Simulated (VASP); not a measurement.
Set up this calculation in VASP 6.6.1, as the native input.

```
Task                   : single point
Functional             : PBE
Potentials or basis    : VASP PAW PBE potentials, release 64 (Zr_sv, Si)
Cutoff                 : 520 eV
k mesh                 : 6 × 6 × 6
Occupations            : gaussian, width 0.1 eV
Spin                   : no spin polarisation
Dipole correction      : no
Further INCAR settings : ALGO = Normal; EDIFF = 1e-07; NBANDS = 30
```

The structure of ZrSi7 lies in POSCAR:

```
ZrSi7
1.0
    3.6069404654     -3.5933043367     -0.0026716113
    3.6069404654      3.5933043367     -0.0026716113
   -1.5922534759      0.0000000000      5.1506933239
Zr Si
1 7
Direct
    0.7147898735      0.7147898735      0.7081116788
    0.5472770725      0.2196146269      0.8594710676
    0.8973934206      0.5155281829      0.1782725783
    0.1777957666      0.8377547890      0.5279135480
    0.2196146269      0.5472770725      0.8594710676
    0.5155281829      0.8973934206      0.1782725783
    0.8377547890      0.1777957666      0.5279135480
    0.0534203789      0.0534203789      0.1235786266
```

These files were run (other wordings do the same):

INCAR

```
PREC = Accurate
ENCUT = 520
EDIFF = 1E-7
ISMEAR = 0
SIGMA = 0.1
LREAL = F
LASPH = T
NELM = 100
ALGO = Normal
ISIF = 2
LWAVE = F
LCHARG = F
GGA = PE
NBANDS = 30
```

KPOINTS

```
regular mesh
0
Gamma
  6 6 6
```

Potentials or basis: VASP PAW PBE potentials, release 64 (Zr_sv, Si).

Command:

```console
$ cat potpaw_PBE.64/Zr_sv/POTCAR potpaw_PBE.64/Si/POTCAR > POTCAR
$ mpirun -np 1 vasp_std > vasp.out
```

Results of the run:

```json
{"Pressure": "0.0 GPa", "Largest force": "0.013 eV/Å", "Band gap on the k mesh": "zero (bands 20 and 21 overlap by 0.77 eV)"}
```

Run time: 4.9 min on 1 thread of Intel(R) Xeon(R) Platinum 8488C (Sapphire Rapids) (shared host), peak memory 0.37 GiB.
